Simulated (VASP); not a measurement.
Set up this calculation in VASP 6.6.1, as the native input.

```
Task                   : single point
Functional             : PBEsol
Dispersion             : D4
Potentials or basis    : VASP PAW PBE potentials, release 64 (Pb_d, S)
Cutoff                 : 520 eV
k mesh                 : 7 × 7 × 7
Occupations            : fermi-dirac, width 0.05 eV
Spin                   : no spin polarisation
Dipole correction      : no
Further INCAR settings : ALGO = Normal; EDIFF = 1e-06; NBANDS = 17
```

The structure of PbS lies in POSCAR:

```
PbS
1.0
    3.5449000524      0.0000000000      0.0000000000
    0.0000000000      3.5449000524      0.0000000000
    0.0000000000      0.0000000000      3.5449000524
Pb S
1 1
Direct
    0.0000000000      0.0000000000      0.0000000000
    0.5000000000      0.5000000000      0.5000000000
```

These files were run (other wordings do the same):

INCAR

```
SYSTEM = PbS
PREC = Accurate
ENCUT = 520
EDIFF = 1E-6
ISMEAR = -1
SIGMA = 0.05
LREAL = .False.
LASPH = .True.
NELM = 80
ALGO = Normal
ISIF = 2
LWAVE = .False.
LCHARG = .False.
GGA = PS
IVDW = 13
NBANDS = 17
```

KPOINTS

```
Automatic mesh
0
Gamma
  7 7 7
  0 0 0
```

Potentials or basis: VASP PAW PBE potentials, release 64 (Pb_d, S).

Launch:

```bash
$ cat potpaw_PBE.64/Pb_d/POTCAR potpaw_PBE.64/S/POTCAR > POTCAR
$ mpirun -np 1 vasp_std > vasp.out
```

Results of the run:

- Pressure: 0.0 GPa
- Band gap on the k mesh: zero (band 10 reaches 7.01 eV, above the bottom of band 11 at 6.77 eV)
- Dispersion energy per atom: -0.252 eV

Caveat: the PAW data sets were made with another functional, which shifts forces and pressure a little; spin-orbit coupling is left out, which moves the levels of the heavy elements; pairwise dispersion overbinds metals, which lowers pressure and volume.

It took 17 s on 1 thread of Intel(R) Xeon(R) Platinum 8259CL CPU @ 2.50GHz (Skylake/Cascade Lake), with other jobs on the host, peak memory 0.16 GiB.
